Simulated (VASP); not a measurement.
# Ag (Fm-3m) in VASP: a series of runs

Ag is run at these levels: LDA; tasks: single point, relaxation of cell and atoms.

Everything below comes from runs of VASP 6.6.1. Logs are shortened: lines on timing, memory, paths and dates and some standing lists are left out, and cuts for length are marked.

## Step 1: The cell of the first run

The structure is cubic, space group Fm-3m (No. 225). The conventional cell has a = 4.000 Å, b = 4.000 Å, c = 4.000 Å, α = 90.00°, β = 90.00°, γ = 90.00°. Ag (site symmetry m-3m) has 12 Ag at 2.83 Å within 3.7 Å.

## Step 2: Single point, LDA

File INCAR:

```
SYSTEM = Ag
PREC     = Accurate       ! precision mode
ENCUT    = 520            ! plane-wave cutoff, eV
EDIFF    = 1E-7           ! SCF threshold, eV
ISMEAR   = 0              ! smearing method
SIGMA    = 0.1            ! smearing width, eV
LREAL    = .FALSE.        ! projectors in reciprocal space
LASPH    = .TRUE.         ! aspherical terms in the spheres
NELM     = 80             ! most SCF steps
ALGO     = Fast           ! electronic algorithm
ISIF     = 2              ! what is computed and relaxed
LWAVE    = .FALSE.        ! write WAVECAR
LCHARG   = .FALSE.        ! write CHGCAR
GGA      = CA             ! functional
NBANDS   = 12             ! bands
```

File KPOINTS:

```
Automatic mesh
0
G
  34 34 34
  0 0 0
```

File POSCAR:

```
Ag
1.0
    0.0000000000      2.0001127891      2.0001127891
    2.0001127891      0.0000000000      2.0001127891
    2.0001127891      2.0001127891      0.0000000000
Ag
1
Direct
    0.0000000000      0.0000000000      0.0000000000
```

Potentials or basis: VASP PAW LDA potentials, release 64 (Ag).

Started as:

```console
$ cat potpaw_LDA.64/Ag/POTCAR > POTCAR
$ mpirun -np 1 vasp_std > vasp.out
```

OUTCAR:

```text
SYSTEM = Ag
   PREC = Accurate
   ENCUT = 520
   EDIFF = 1E-7
   ISMEAR = 0
   LREAL = .FALSE.
   LASPH = .TRUE.
   NELM = 80
   ISIF = 2
   GGA = CA

 ion  position               nearest neighbor table
   1  0.000  0.000  0.000-

  LATTYP: Found a face centered cubic cell.
 ALAT       =     4.0002255782

  Lattice vectors:

 A1 = (   0.0000000000,   2.0001127891,   2.0001127891)
 A2 = (   2.0001127891,   0.0000000000,   2.0001127891)
 A3 = (   2.0001127891,   2.0001127891,   0.0000000000)

Analysis of symmetry for initial positions (statically):
=====================================================================
 Subroutine PRICEL returns:
 Original cell was already a primitive cell.

 Routine SETGRP: Setting up the symmetry group for a
 face centered cubic supercell.

 Subroutine GETGRP returns: Found 48 space group operations
 (whereof 48 operations were pure point group operations)
 out of a pool of 48 trial point group operations.

The static configuration has the point symmetry O_h .

Analysis of symmetry for dynamics (positions and initial velocities):
=====================================================================
 Subroutine PRICEL returns:
 Original cell was already a primitive cell.

 Routine SETGRP: Setting up the symmetry group for a
 face centered cubic supercell.

 Subroutine GETGRP returns: Found 48 space group operations
 (whereof 48 operations were pure point group operations)
 out of a pool of 48 trial point group operations.

The dynamic configuration has the point symmetry O_h .

 Subroutine INISYM returns: Found 48 space group operations
 (whereof 48 operations are pure point group operations),
 and found     1 'primitive' translations

----------------------------------------------------------------------------------------

                                     Primitive cell

  volume of cell :      16.0027

  direct lattice vectors                    reciprocal lattice vectors
     0.000000000  2.000112789  2.000112789    -0.249985902  0.249985902  0.249985902
     2.000112789  0.000000000  2.000112789     0.249985902 -0.249985902  0.249985902
     2.000112789  2.000112789  0.000000000     0.249985902  0.249985902 -0.249985902

  length of vectors
     2.828586633  2.828586633  2.828586633     0.432988284  0.432988284  0.432988284

  position of ions in fractional coordinates (direct lattice)
     0.000000000  0.000000000  0.000000000

  ion indices of the primitive-cell ions
   primitive index   ion index
                 1           1

----------------------------------------------------------------------------------------
[... 83 lines left out ...]
   EMIN   =  10.00;   EMAX   =-10.00  energy-range for DOS
   EFERMI =   0.00;   METHOD = LEGACY
   ISMEAR =     0;   SIGMA  =   0.10  broadening in eV -4-tet -1-fermi 0-gaus
   EFERMI_NEDOS =   21; number of points for ismear=-14 and -15
   IALGO  =     68    algorithm
   IMIX   =      4    mixing-type and parameters
     AMIX     =   0.40;   BMIX     =  1.00
     AMIX_MAG =   1.60;   BMIX_MAG =  1.00
  volume/ion in A,a.u.               =      16.00       107.99
  Fermi-wavevector in a.u.,A,eV,Ry     =   1.444801  2.730277 28.401464  2.087449
  Thomas-Fermi vector in A             =   2.563055
   LORBIT       =      0    0 simple, 1 ext, 2 COOP (PROOUT), +10 PAW based schemes
   GGA     = CA    functional components
   LHFCALC =     F    Hartree Fock is set to
   AEXX    =    0.0000 exact exchange contribution
   IVDW    =     0    specifies the selected vdW correction
   LEPSILON=     F    determine dielectric tensor
   LRPA    =     F    only Hartree local field effects (RPA)
 non-spin polarized calculation
 RMM-DIIS sequential band-by-band and
 Gauss-broadening in eV      SIGMA  =   0.10
  energy-cutoff  :      520.00
  volume of cell :       16.00
 maximum number of plane-waves:       445
 NGX is ok and might be reduce to    24
   NGX = 11   NGY = 11   NGZ = 11

 number of electron      11.0000002 magnetization

 Free energy of the ion-electron system (eV)
  ---------------------------------------------------
  ext. energy  EPLUGINS =         0.00000000
  ---------------------------------------------------
  free energy    TOTEN  =        -3.78272445 eV

  energy without entropy =       -3.78134444  energy(sigma->0) =       -3.78203444

 E-fermi :   9.1358     XC(G=0): -12.9606

 val. band max:        9.1279380475   @ k =   0.4706   0.3824   0.0588
 cond. band min:       9.1358764573   @ k =   0.5000   0.2647   0.0882
 fundamental gap:      0.0079384099
 Fermi energy:         9.1357713509

 k-point     1 :       0.0000    0.0000    0.0000
  band No.  band energies     occupation
      1       0.7644      2.00000
      2       4.0542      2.00000
      3       4.0542      2.00000
      4       4.0542      2.00000
      5       5.2330      2.00000
      6       5.2330      2.00000
      7      25.2097      0.00000
      8      29.0942      0.00000
      9      29.0942      0.00000
     10      29.0942      0.00000
     11      34.2763      0.00000
     12      35.7062      0.00000
[... 331 lines left out ...]
 k-point    24 :       0.1765    0.0294    0.0000
  band No.  band energies     occupation
      1       1.6264      2.00000
      2       3.9020      2.00000
      3       4.2644      2.00000
      4       4.2677      2.00000
      5       5.1334      2.00000
      6       5.2651      2.00000
      7      23.8593      0.00000
      8      26.1941      0.00000
      9      28.9060      0.00000
     10      29.9861      0.00000
     11      32.4650      0.00000
     12      34.2358      0.00000

 [... further k-points ...]

------------------------ aborting loop because EDIFF is reached ----------------------------------------

  FORCE on cell =-STRESS in cart. coord.  units (eV):
  Direction    XX          YY          ZZ          XY          YZ          ZX
  --------------------------------------------------------------------------------------
  -------------------------------------------------------------------------------------
  Total        0.0171902      0.0171902      0.0171902     -0.0000000      0.0000000     -0.0000000
  in kB        1.7210664      1.7210664      1.7210664     -0.0000000      0.0000000     -0.0000000
  external PRESSURE =       1.7210664 kB  Pullay stress =       0.0000000 kB

 VOLUME and BASIS-vectors are now :
 -----------------------------------------------------------------------------
  energy-cutoff  :      520.00
  volume of cell :       16.00
      direct lattice vectors                 reciprocal lattice vectors
     0.000000000  2.000112789  2.000112789    -0.249985902  0.249985902  0.249985902
     2.000112789  0.000000000  2.000112789     0.249985902 -0.249985902  0.249985902
     2.000112789  2.000112789  0.000000000     0.249985902  0.249985902 -0.249985902

 POSITION                                       TOTAL-FORCE (eV/Angst)
 -----------------------------------------------------------------------------------
      0.00000      0.00000      0.00000         0.000000      0.000000      0.000000
 -----------------------------------------------------------------------------------
    total drift:                               -0.000000      0.000000      0.000000

  FREE ENERGIE OF THE ION-ELECTRON SYSTEM (eV)
  ---------------------------------------------------
  free  energy   TOTEN  =        -3.7827244451 eV

  energy  without entropy=       -3.7813444371  energy(sigma->0) =       -3.78203444
```

OSZICAR:

```text
N       E                     dE             d eps       ncg     rms          rms(c)
DAV:   1     0.514349302729E+02    0.51435E+02   -0.54817E+03 25664   0.833E+02
DAV:   2    -0.328596817992E+01   -0.54721E+02   -0.51885E+02 29564   0.197E+02
DAV:   3    -0.411350107716E+01   -0.82753E+00   -0.82699E+00 29980   0.255E+01
DAV:   4    -0.411599089796E+01   -0.24898E-02   -0.24897E-02 29420   0.146E+00
DAV:   5    -0.411600957895E+01   -0.18681E-04   -0.18680E-04 30188   0.112E-01    0.650E+00
RMM:   6    -0.380108786701E+01    0.31492E+00   -0.43897E-01 25685   0.595E+00    0.391E+00
RMM:   7    -0.378784809370E+01    0.13240E-01   -0.92518E-03 28273   0.108E+00    0.219E+00
RMM:   8    -0.378271712615E+01    0.51310E-02   -0.12746E-03 29742   0.394E-01    0.193E-01
RMM:   9    -0.378272792836E+01   -0.10802E-04   -0.15447E-04 31766   0.102E-01    0.572E-02
RMM:  10    -0.378272578729E+01    0.21411E-05   -0.30383E-05 32010   0.421E-02    0.354E-02
RMM:  11    -0.378272454383E+01    0.12435E-05   -0.77451E-06 31075   0.172E-02    0.129E-02
RMM:  12    -0.378272439314E+01    0.15070E-06   -0.21984E-06 30057   0.112E-02    0.383E-03
RMM:  13    -0.378272444506E+01   -0.51923E-07   -0.52667E-07 25425   0.405E-03
   1 F= -.37827244E+01 E0= -.37820344E+01  d E =-.138001E-02
```

Run time: 1.8 min. Hardware: 1 thread of Intel Xeon Platinum 8375C at 2.90GHz (Ice Lake), shared host; peak memory 0.3 GiB.

Results:

```
Free energy : -3.7827 eV
Pressure    : 0.2 GPa
```

Levels at points of the mesh, in eV from the Fermi level:
```csv
k point,band 2,band 3,band 4,band 5,band 6,band 7,band 8,band 9,band 10,band 11
"(0.00, 0.00, 0.00)",-5.08,-5.08,-5.08,-3.90,-3.90,16.07,19.96,19.96,19.96,25.14
"(0.50, 0.00, 0.00)",-5.11,-5.11,-3.00,-3.00,-0.68,3.87,15.34,18.31,18.31,23.74
"(0.50, 0.50, 0.00)",-6.76,-3.04,-2.77,-2.77,1.42,7.16,10.81,10.81,17.96,18.05
```

## Step 3: Relaxation of cell and atoms, LDA

This run uses another cell than the first one, of 17.10 Å³/atom, 1.069 times its volume.

File INCAR:

```
PREC = Accurate
ENCUT = 600
EDIFF = 1E-6
ISMEAR = 0
SIGMA = 0.1
LREAL = False
LASPH = True
NELM = 100
ALGO = Fast
ISIF = 3
LWAVE = False
LCHARG = False
IBRION = 2
NSW = 80
EDIFFG = -0.003
```

File KPOINTS:

```
regular mesh
0
Gamma
  34 34 34
```

File POSCAR:

```
Ag
1.0
    0.0000000000      2.0450000000      2.0450000000
    2.0450000000      0.0000000000      2.0450000000
    2.0450000000      2.0450000000      0.0000000000
Ag
1
Direct
    0.0000000000      0.0000000000      0.0000000000
```

Potentials or basis: VASP PAW LDA potentials, release 64 (Ag).

Started as:

```console
$ cat potpaw_LDA.64/Ag/POTCAR > POTCAR
$ mpirun -np 1 vasp_std > vasp.out
```

It took 23 min on 1 thread of AMD EPYC, shared host; peak memory 0.31 GiB.

Results (log left out):

```
Free energy                            : -3.7830 eV
Relaxed volume                         : 16.02 Å³/atom
Relaxed cell                           : a = 2.830 Å, b = 2.830 Å, c = 2.830 Å, α = 60.00°, β = 60.00°, γ = 60.00°
Space group after relaxing (to 0.05 Å) : Fm-3m (No. 225)
Energy gained by relaxing              : 27.2 meV/atom
Ionic steps                            : 6
Pressure after relaxing                : 0.0 GPa
```

Step by step:
| step | energy change (eV) | largest force (eV/Å) | pressure (GPa) | volume (Å³) |
| --- | --- | --- | --- | --- |
| 1 | 0.0000 | 0.0000 | -7.31 | 17.10 |
| 2 | -0.0088 | 0.0000 | 8.08 | 15.24 |
| 3 | -0.0272 | 0.0000 | -0.03 | 16.02 |
| 4 | -0.0272 | 0.0000 | 0.20 | 16.00 |
| 5 | -0.0272 | 0.0000 | -0.17 | 16.04 |
| 6 | -0.0272 | 0.0000 | 0.00 | 16.02 |

Final structure:
```cif
data_structure
_symmetry_space_group_name_H-M 'P 1'
_symmetry_Int_Tables_number 1
_cell_length_a 2.8298
_cell_length_b 2.8298
_cell_length_c 2.8298
_cell_angle_alpha 60.000
_cell_angle_beta 60.000
_cell_angle_gamma 60.000
_cell_volume 16.02
loop_
_atom_site_label
_atom_site_type_symbol
_atom_site_fract_x
_atom_site_fract_y
_atom_site_fract_z
_atom_site_occupancy
Ag1 Ag 0.00000 0.00000 0.00000 1
```

Levels at points of the mesh, in eV from the Fermi level:
```
           k point  band 2  band 3  band 4  band 5  band 6  band 7  band 8  band 9
(0.00, 0.00, 0.00)   -5.08   -5.08   -5.08   -3.90   -3.90   16.07   19.95   19.95
(0.50, 0.00, 0.00)   -5.10   -5.10   -3.00   -3.00   -0.67    3.87   15.34   18.30
(0.50, 0.50, 0.00)   -6.76   -3.04   -2.77   -2.77    1.42    7.15   10.81   10.81
```
